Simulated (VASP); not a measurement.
Set up this calculation in VASP 6.6.1, as the native input.

```yaml
Task: relaxation of cell and atoms
Functional: PBE
Potentials_or_basis: VASP PAW PBE potentials, release 64 (Bi_d, Te, O)
Cutoff: 600 eV
k_mesh: 3 × 3 × 4
Occupations: gaussian, width 0.1 eV
Spin: no spin polarisation
Dipole_correction: no
Further_INCAR_settings: ALGO = Normal; EDIFF = 1e-06; IBRION = 2; EDIFFG = -0.04; NSW = 90; ISIF = 3
```

The structure of Bi2Te2O lies in POSCAR:

```
Bi2Te2O
1.0
    6.0417682100      0.0000000000      0.0000000000
   -3.0208841100      5.2323247600      0.0000000000
    0.0000000000      0.0000000000      5.4419903700
Bi Te O
2 2 1
Direct
    0.3333333300      0.6666666700      0.5000000000
    0.6666666700      0.3333333300      0.5000000000
    0.3333333300      0.6666666700      0.0000000000
    0.6666666700      0.3333333300      0.0000000000
    0.0000000000      0.0000000000      0.0000000000
```

The cell was generated, and may not be a known phase.

The input as run:

INCAR

```
ALGO = Normal
EDIFF = 1E-6
EDIFFG = -0.04
ENCUT = 600
GGA = PE
IBRION = 2
ISIF = 3
ISMEAR = 0
LASPH = True
LCHARG = False
LREAL = False
LWAVE = False
NELM = 80
NSW = 90
PREC = Accurate
SIGMA = 0.1
```

KPOINTS

```
k-points
0
Gamma
  3 3 4
```

Potentials or basis: VASP PAW PBE potentials, release 64 (Bi_d, Te, O).

Launch:

```sh
$ cat potpaw_PBE.64/Bi_d/POTCAR potpaw_PBE.64/Te/POTCAR potpaw_PBE.64/O/POTCAR > POTCAR
$ mpirun -np 1 vasp_std > vasp.out
```

Results of the run:

The relaxed volume is 29.94 Å³/atom, the relaxed cell is a = 5.104 Å, b = 5.104 Å, c = 6.634 Å, α = 90.00°, β = 90.00°, γ = 120.00° and the space group after relaxing (to 0.1 Å) is P6/mmm (No. 191). The energy gained by relaxing is 666.6 meV/atom and the ionic steps are 10. The pressure after relaxing is 0.2 GPa and the band gap on the k mesh is zero (bands 24 and 25 overlap by 0.66 eV).

Caveat: the k points lie up to 0.47 Å⁻¹ apart in the final cell, too coarse for converged energies and pressures of a metal; a cell axis changed by over 15 % at a fixed basis, so the end point is rough; spin-orbit coupling is left out, which moves the levels of the heavy elements.

Wall time 14 min on 1 thread of Intel Xeon 8259CL, on a shared host, peak memory 0.37 GiB.
